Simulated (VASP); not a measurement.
# SiC (Moissanite) (P6_3mc) in VASP: a series of runs

SiC (Moissanite) is run at these levels: BLYP, SVWN5; tasks: single point.

All numbers are computed with VASP 6.6.1; they aren't measurements. Logs are shortened: lines on timing, memory, paths and dates and some standing lists are left out, and cuts for length are marked.

## Step 1: The cell of the first run

The structure is hexagonal, space group P6_3mc (No. 186). Conventional cell: a = 3.013 Å, b = 3.013 Å, c = 4.945 Å, α = 90.00°, β = 90.00°, γ = 120.00°. Si (site symmetry 3m) has 4 C at 1.83 to 1.90 Å within 2.4 Å. C (site symmetry 3m) has 4 Si at 1.83 to 1.90 Å within 2.4 Å.

## Step 2: Single point, BLYP

INCAR reads:

```
PREC = Accurate
ENCUT = 520
EDIFF = 1E-7
ISMEAR = -1
SIGMA = 0.05
LREAL = F
LASPH = T
NELM = 100
ALGO = Normal
ISIF = 2
LWAVE = F
LCHARG = F
GGA = B5
ALDAX = 1.0
AGGAX = 1.0
AGGAC = 1.0
ALDAC = 0.0
NBANDS = 16
```

KPOINTS reads:

```
regular mesh
0
Gamma
  10 10 5
```

POSCAR reads:

```
SiC
1.0
    3.0132068704      0.0000000000      0.0000000000
   -1.5066034352      2.6095136966      0.0000000000
    0.0000000000      0.0000000000      4.9449506768
Si C
2 2
Direct
    0.6666666667      0.3333333333      0.5000000000
    0.3333333333      0.6666666667      0.0000000000
    0.6666666667      0.3333333333      0.8850000000
    0.3333333333      0.6666666667      0.3850000000
```

Potentials or basis: VASP PAW PBE potentials, release 64 (Si, C).

Launch:

```console
$ cat potpaw_PBE.64/Si/POTCAR potpaw_PBE.64/C/POTCAR > POTCAR
$ mpirun -np 1 vasp_std > vasp.out
```

OUTCAR:

```text
PREC = Accurate
   ENCUT = 520
   EDIFF = 1E-7
   ISMEAR = -1
   LREAL = F
   LASPH = T
   NELM = 100
   ISIF = 2
   GGA = B5

 ion  position               nearest neighbor table
   1  0.667  0.333  0.500-   4 1.83   4 1.83   4 1.83   3 1.90   2 3.02   2 3.02   2 3.02   2 3.02
                             2 3.02   2 3.02
   2  0.333  0.667  0.000-   3 1.83   3 1.83   3 1.83   4 1.90   1 3.02   1 3.02   1 3.02   1 3.02
                             1 3.02   1 3.02
   3  0.667  0.333  0.885-   2 1.83   2 1.83   2 1.83   1 1.90
   4  0.333  0.667  0.385-   1 1.83   1 1.83   1 1.83   2 1.90

  LATTYP: Found a hexagonal cell.
 ALAT       =     3.0132068704
 C/A-ratio  =     1.6410923277

  Lattice vectors:

 A1 = (   3.0132068704,   0.0000000000,   0.0000000000)
 A2 = (  -1.5066034352,   2.6095136966,   0.0000000000)
 A3 = (   0.0000000000,   0.0000000000,   4.9449506768)

Analysis of symmetry for initial positions (statically):
=====================================================================
 Subroutine PRICEL returns:
 Original cell was already a primitive cell.

 Routine SETGRP: Setting up the symmetry group for a
 hexagonal supercell.

 Subroutine GETGRP returns: Found 12 space group operations
 (whereof  6 operations were pure point group operations)
 out of a pool of 24 trial point group operations.

The static configuration has the point symmetry C_3v.
 The point group associated with its full space group is C_6v.

Analysis of symmetry for dynamics (positions and initial velocities):
=====================================================================
 Subroutine PRICEL returns:
 Original cell was already a primitive cell.

 Routine SETGRP: Setting up the symmetry group for a
 hexagonal supercell.

 Subroutine GETGRP returns: Found 12 space group operations
 (whereof  6 operations were pure point group operations)
 out of a pool of 24 trial point group operations.

The dynamic configuration has the point symmetry C_3v.
 The point group associated with its full space group is C_6v.

 Subroutine INISYM returns: Found 12 space group operations
 (whereof  6 operations are pure point group operations),
 and found     1 'primitive' translations

----------------------------------------------------------------------------------------

                                     Primitive cell

  volume of cell :      38.8822

  direct lattice vectors                    reciprocal lattice vectors
     3.013206870  0.000000000  0.000000000     0.331872335  0.191606582  0.000000000
    -1.506603435  2.609513697  0.000000000     0.000000000  0.383213164  0.000000000
     0.000000000  0.000000000  4.944950677     0.000000000  0.000000000  0.202226486

  length of vectors
     3.013206870  3.013206870  4.944950677     0.383213164  0.383213164  0.202226486

  position of ions in fractional coordinates (direct lattice)
     0.666666667  0.333333333  0.500000000
     0.333333333  0.666666667  0.000000000
     0.666666667  0.333333333  0.885000000
     0.333333333  0.666666667  0.385000000

  ion indices of the primitive-cell ions
   primitive index   ion index
                 1           1
                 2           2
                 3           3
                 4           4

----------------------------------------------------------------------------------------

 KPOINTS: regular mesh

Automatic generation of k-mesh.
 Grid dimensions read from file:
 generate k-points for:   10   10    5

 Generating k-lattice:

  Cartesian coordinates                     Fractional coordinates (reciprocal lattice)
     0.033187234  0.019160658  0.000000000     0.100000000  0.000000000  0.000000000
     0.000000000  0.038321316  0.000000000     0.000000000  0.100000000  0.000000000
     0.000000000  0.000000000  0.040445297     0.000000000  0.000000000  0.200000000

  Length of vectors
     0.038321316  0.038321316  0.040445297

  Shift w.r.t. Gamma in fractional coordinates (k-lattice)
     0.000000000  0.000000000  0.000000000

 Subroutine IBZKPT returns following result:
 ===========================================

 Found     42 irreducible k-points:

 Following reciprocal coordinates:
            Coordinates               Weight
  0.000000  0.000000  0.000000      1.000000
  0.100000  0.000000  0.000000      6.000000
  0.200000  0.000000  0.000000      6.000000
  0.300000  0.000000  0.000000      6.000000
  0.400000  0.000000  0.000000      6.000000
  0.500000  0.000000  0.000000      3.000000
[... 16 lines left out ...]
  0.300000  0.100000  0.200000     24.000000
  0.400000  0.100000  0.200000     24.000000
 [... further k-points ...]
   k-points           NKPTS =     42   k-points in BZ     NKDIM =     42   number of bands    NBANDS=     16
   number of dos      NEDOS =    301   number of ions     NIONS =      4
   total plane-waves  NPLWV =  23040
   dimension x,y,z NGX =    24 NGY =   24 NGZ =   40
   dimension x,y,z NGXF=    48 NGYF=   48 NGZF=   80
   ions per type =               2   2
   NGX,Y,Z   is equivalent  to a cutoff of  13.24, 13.24, 13.45 a.u.
   NGXF,Y,Z  is equivalent  to a cutoff of  26.48, 26.48, 26.90 a.u.
 SYSTEM =  unknown system
   PREC   = accura    normal or accurate (medium, high low for compatibility)
   ISTART =      0    job   : 0-new  1-cont  2-samecut
   ICHARG =      2    charge: 1-file 2-atom 10-const
   ISPIN  =      1    spin polarized calculation?
   LNONCOLLINEAR =      F non collinear calculations
   LSORBIT =      F    spin-orbit coupling
   LASPH  =      T    aspherical Exc in radial PAW
   ENCUT  =  520.0 eV  38.22 Ry    6.18 a.u.   5.60  5.60  9.19*2*pi/ulx,y,z
   NELM   =    100;   NELMIN=  2; NELMDL= -5     # of ELM steps
   EDIFF  = 0.1E-06   stopping-criterion for ELM
   LREAL  =      F    real-space projection
   EDIFFG = 0.1E-05   stopping-criterion for IOM
   NSW    =      0    number of steps for IOM
   IBRION =     -1    ionic relax: 0-MD 1-quasi-New 2-CG
   NFREE  =      0    steps in history (QN), initial steepest desc. (CG)
   ISIF   =      2    stress and relaxation
   ISYM   =      2    0-nonsym 1-usesym 2-fastsym
   POTIM  = 0.5000    time-step for ionic-motion
   TEBEG  =    0.0;   TEEND  =   0.0 temperature during run
   PSTRESS=    0.0 pullay stress
   NELECT =      16.0000    total number of electrons
   NUPDOWN=      -1.0000    fix difference up-down
   EMIN   =  10.00;   EMAX   =-10.00  energy-range for DOS
   EFERMI =   0.00;   METHOD = LEGACY
   ISMEAR =    -1;   SIGMA  =   0.05  broadening in eV -4-tet -1-fermi 0-gaus
   EFERMI_NEDOS =   21; number of points for ismear=-14 and -15
   IALGO  =     38    algorithm
   IMIX   =      4    mixing-type and parameters
     AMIX     =   0.40;   BMIX     =  1.00
     AMIX_MAG =   1.60;   BMIX_MAG =  1.00
  volume/ion in A,a.u.               =       9.72        65.60
  Fermi-wavevector in a.u.,A,eV,Ry     =   1.217675  2.301072 20.173793  1.482732
  Thomas-Fermi vector in A             =   2.352987
   LORBIT       =      0    0 simple, 1 ext, 2 COOP (PROOUT), +10 PAW based schemes
   GGA     = B5    functional components
   LHFCALC =     F    Hartree Fock is set to
   AEXX    =    0.0000 exact exchange contribution
   IVDW    =     0    specifies the selected vdW correction
   LEPSILON=     F    determine dielectric tensor
   LRPA    =     F    only Hartree local field effects (RPA)
 non-spin polarized calculation
  energy-cutoff  :      520.00
  volume of cell :       38.88
 maximum number of plane-waves:      1087
 NGX is ok and might be reduce to    24
   NGX = 11   NGY = 11   NGZ = 19

 number of electron      15.9999999 magnetization

 Free energy of the ion-electron system (eV)
  ---------------------------------------------------
  ext. energy  EPLUGINS =         0.00000000
  ---------------------------------------------------
  free energy    TOTEN  =       -26.97565927 eV

  energy without entropy =      -26.97565927  energy(sigma->0) =      -26.97565927

 E-fermi :  10.5079     XC(G=0): -10.9090

 val. band max:        9.5442984083   @ k =   0.0000   0.0000   0.0000
 cond. band min:      12.2794799681   @ k =   0.3000   0.3000   0.0000
 fundamental gap:      2.7351815598
 Fermi energy:        10.5079121669

 k-point     1 :       0.0000    0.0000    0.0000
  band No.  band energies     occupation
      1      -6.5424      2.00000
      2      -2.8634      2.00000
      3       0.6506      2.00000
      4       7.9642      2.00000
      5       7.9642      2.00000
      6       9.2622      2.00000
[... 8 lines left out ...]
     15      18.7992      0.00000
     16      21.4348      0.00000

 k-point     2 :       0.1000    0.0000    0.0000
  band No.  band energies     occupation
      1      -6.3616      2.00000
      2      -2.7087      2.00000
      3       0.8192      2.00000
      4       7.0383      2.00000
      5       7.6684      2.00000
      6       8.6497      2.00000
[... 8 lines left out ...]
     15      19.2468      0.00000
     16      20.1314      0.00000

 k-point     3 :       0.2000    0.0000    0.0000
  band No.  band energies     occupation
      1      -5.8261      2.00000
      2      -2.2641      2.00000
      3       1.3054      2.00000
      4       5.1301      2.00000
      5       7.0538      2.00000
      6       7.1966      2.00000
[... 8 lines left out ...]
     15      19.6380      0.00000
     16      20.0739      0.00000

 k-point     4 :       0.3000    0.0000    0.0000
  band No.  band energies     occupation
      1      -4.9626      2.00000
      2      -1.6255      2.00000
      3       1.9374      2.00000
      4       3.2972      2.00000
      5       5.4755      2.00000
      6       6.4638      2.00000
[... 8 lines left out ...]
     15      20.4815      0.00000
     16      21.5257      0.00000

 k-point     5 :       0.4000    0.0000    0.0000
  band No.  band energies     occupation
      1      -3.8579      2.00000
      2      -1.2253      2.00000
      3       1.4954      2.00000
      4       3.3497      2.00000
      5       3.8799      2.00000
      6       6.0653      2.00000
[... 8 lines left out ...]
     15      21.0951      0.00000
     16      22.1451      0.00000

 k-point     6 :       0.5000    0.0000    0.0000
  band No.  band energies     occupation
      1      -3.0533      2.00000
      2      -1.5592      2.00000
      3       1.4690      2.00000
      4       2.9201      2.00000
      5       4.0057      2.00000
      6       5.9264      2.00000
[... 8 lines left out ...]
     15      20.2916      0.00000
     16      22.4435      0.00000
[... 267 lines left out ...]
 k-point    21 :       0.1000    0.1000    0.2000
  band No.  band energies     occupation
      1      -5.8031      2.00000
      2      -3.1211      2.00000
      3       2.1507      2.00000
      4       6.0158      2.00000
      5       6.8720      2.00000
      6       7.5198      2.00000
[... 8 lines left out ...]
     15      19.9121      0.00000
     16      20.4180      0.00000

 k-point    22 :       0.2000    0.1000    0.2000
  band No.  band energies     occupation
      1      -5.1057      2.00000
      2      -2.5138      2.00000
      3       2.5299      2.00000
      4       4.4690      2.00000
      5       5.5680      2.00000
      6       6.4885      2.00000
[... 8 lines left out ...]
     15      20.2207      0.00000
     16      20.9679      0.00000

 k-point    23 :       0.3000    0.1000    0.2000
  band No.  band energies     occupation
      1      -4.1162      2.00000
      2      -1.7621      2.00000
      3       1.9114      2.00000
      4       3.9116      2.00000
      5       4.2591      2.00000
      6       5.7309      2.00000
[... 8 lines left out ...]
     15      21.0873      0.00000
     16      21.8411      0.00000

 k-point    24 :       0.4000    0.1000    0.2000
  band No.  band energies     occupation
      1      -3.0330      2.00000
      2      -1.4492      2.00000
      3       1.1177      2.00000
      4       2.6427      2.00000
      5       4.7206      2.00000
      6       5.5383      2.00000
[... 8 lines left out ...]
     15      21.5957      0.00000
     16      22.9795      0.00000

 [... further k-points ...]

------------------------ aborting loop because EDIFF is reached ----------------------------------------

  FORCE on cell =-STRESS in cart. coord.  units (eV):
  Direction    XX          YY          ZZ          XY          YZ          ZX
  --------------------------------------------------------------------------------------
  -------------------------------------------------------------------------------------
  Total        6.5866899      6.5866899      4.9773851      0.0000000      0.0000000      0.0000000
  in kB      271.4109130    271.4109130    205.0979542      0.0000000      0.0000000      0.0000000
  external PRESSURE =     249.3065934 kB  Pullay stress =       0.0000000 kB

 VOLUME and BASIS-vectors are now :
 -----------------------------------------------------------------------------
  energy-cutoff  :      520.00
  volume of cell :       38.88
      direct lattice vectors                 reciprocal lattice vectors
     3.013206870  0.000000000  0.000000000     0.331872335  0.191606582  0.000000000
    -1.506603435  2.609513697  0.000000000     0.000000000  0.383213164  0.000000000
     0.000000000  0.000000000  4.944950677     0.000000000  0.000000000  0.202226486

 POSITION                                       TOTAL-FORCE (eV/Angst)
 -----------------------------------------------------------------------------------
      1.50660      0.86984      2.47248        -0.000000     -0.000000      0.862638
     -0.00000      1.73968      0.00000         0.000000      0.000000      0.862638
      1.50660      0.86984      4.37628         0.000000      0.000000     -0.862638
     -0.00000      1.73968      1.90381        -0.000000      0.000000     -0.862638
 -----------------------------------------------------------------------------------
    total drift:                               -0.000000      0.000000     -0.000018

  FREE ENERGIE OF THE ION-ELECTRON SYSTEM (eV)
  ---------------------------------------------------
  free  energy   TOTEN  =       -26.9756592716 eV

  energy  without entropy=      -26.9756592716  energy(sigma->0) =      -26.97565927
```

It took 81 s on 1 thread of AMD EPYC 7R13, shared host; peak memory 0.13 GiB.

Results:

```
Free energy            : -26.9757 eV
Pressure               : 24.9 GPa
Largest force          : 0.863 eV/Å
Band gap on the k mesh : 2.74 eV, indirect (least direct gap 4.48 eV)
```

Forces in eV/Å, atoms in the order of the input:
```
Si   0.000  0.000  0.863
Si   0.000  0.000  0.863
C    0.000  0.000 -0.863
C    0.000  0.000 -0.863
```

Caveat: the PAW data sets were made with another functional, which shifts forces and pressure a little. A k mesh can miss the band edges.

## Step 3: Single point, SVWN5

INCAR reads:

```
ALGO = Normal ; EDIFF = 1E-6
ENCUT = 520 ; GGA = VW
ISIF = 2 ; ISMEAR = -1
LASPH = T ; LCHARG = F
LREAL = F ; LWAVE = F
NBANDS = 16 ; NELM = 80
PREC = Accurate ; SIGMA = 0.05
```

KPOINTS reads:

```
k-points
0
Gamma
  10 10 5
```

POSCAR is that of step 2.

Potentials or basis: VASP PAW PBE potentials, release 64 (Si, C).

Launch:

```console
$ cat potpaw_PBE.64/Si/POTCAR potpaw_PBE.64/C/POTCAR > POTCAR
$ mpirun -np 1 vasp_std > vasp.out
```

It took 50 s on 1 thread of AMD EPYC 7R13, shared host; peak memory 0.12 GiB.

The run converged. Its results:

* Free energy: -33.0838 eV
* Pressure: 12.4 GPa
* Largest force: 0.845 eV/Å
* Band gap on the k mesh: 2.26 eV, indirect (least direct gap 4.12 eV)

Forces on the atoms (eV/Å):
```
Si   0.000  0.000  0.845
Si   0.000  0.000  0.845
C    0.000  0.000 -0.845
C    0.000  0.000 -0.845
```

Stress tensor (GPa, compression positive):
```
14.73  0.00  0.00
 0.00 14.73  0.00
 0.00  0.00  7.58
```

Levels at points of the mesh, in eV from the valence-band top:
```
           k point  band 6  band 7  band 8  band 9  band 10  band 11
(0.00, 0.00, 0.00)   -0.27   -0.27    0.00    5.14     6.65     6.77
(0.50, 0.00, 0.00)   -3.69   -3.48   -1.51    2.62     4.21     7.15
```

Caveat: the PAW data sets were made with another functional, which shifts forces and pressure a little.
